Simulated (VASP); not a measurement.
WSe2, 6 atoms in the cell. It takes space group P6_3/mmc (No. 194, hexagonal). Conventional cell: a = 3.279 Å, b = 3.279 Å, c = 12.791 Å, α = 90.00°, β = 90.00°, γ = 120.00°. W (site symmetry -6m2) has 6 Se at 2.53 Å and 6 W at 3.28 Å within 3.3 Å. Se (site symmetry 3m) has 3 W at 2.53 Å and 7 Se at 3.28 to 3.37 Å within 3.4 Å. 

| Property | Result |
| --- | --- |
| Program | VASP 6.6.1 |
| Task | single point |
| Functional | PBE |
| Dispersion | D3(BJ) |
| Potentials or basis | VASP PAW PBE potentials, release 64 (W_sv, Se) |
| Cutoff | 520 eV |
| k mesh | 12 × 12 × 2 |
| Occupations | fermi-dirac, width 0.02 eV |
| Spin | no spin polarisation |
| Dipole correction | no |
| Further INCAR settings | ALGO = Normal; EDIFF = 1e-07; NBANDS = 35 |

Potentials or basis: VASP PAW PBE potentials, release 64 (W_sv, Se).

Launch:

```bash
$ cat potpaw_PBE.64/W_sv/POTCAR potpaw_PBE.64/Se/POTCAR > POTCAR
$ mpirun -np 1 vasp_std > vasp.out
```

Hardware: 1 thread of Intel(R) Xeon(R) 6975P-C (Granite Rapids), with other jobs on the host.

Task: Estimate the wall time of this run.

Result: Wall time 80 s on 1 thread of Intel(R) Xeon(R) 6975P-C (Granite Rapids), on a shared host, peak memory 0.3 GiB. Counts: scf iterations 15, k points 38.
